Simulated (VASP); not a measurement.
Write the native input for VASP 6.6.1 that does the following.

| Property | Result |
| --- | --- |
| Task | single point |
| Functional | PBE |
| Potentials or basis | VASP PAW PBE potentials, release 64 (Sc_sv) |
| Cutoff | 520 eV |
| k mesh | 17 × 17 × 17 |
| Occupations | fermi-dirac, width 0.1 eV |
| Spin | no spin polarisation |
| Dipole correction | no |
| Further INCAR settings | ALGO = Normal; EDIFF = 1e-07; NBANDS = 12 |

The structure of Sc lies in POSCAR:

```
Sc
1.0
    2.9734986949      0.0000000000      0.0000000000
    0.0000000000      2.9734986949      0.0000000000
    0.0000000000      0.0000000000      2.9734986949
Sc
1
Direct
    0.0000000000      0.0000000000      0.0000000000
```

This isn't the form of Sc at room conditions, which is hcp.

The input as run:

INCAR

```
PREC = Accurate
ENCUT = 520
EDIFF = 1E-7
ISMEAR = -1
SIGMA = 0.1
LREAL = F
LASPH = T
NELM = 60
ALGO = Normal
ISIF = 2
LWAVE = F
LCHARG = T
GGA = PE
LELF = T
LVHAR = T
NBANDS = 12
```

KPOINTS

```
regular mesh
0
Gamma
  17 17 17
```

Potentials or basis: VASP PAW PBE potentials, release 64 (Sc_sv).

Run with:

```bash
$ cat potpaw_PBE.64/Sc_sv/POTCAR > POTCAR
$ mpirun -np 1 vasp_std > vasp.out
```

Results of the run:

The pressure is 0.0 GPa and the band gap on the k mesh is zero (an odd number of electrons rules out a gap without spin polarisation).

It took 54 s on 1 thread of Intel Xeon 8259CL (shared host), peak memory 0.17 GiB.
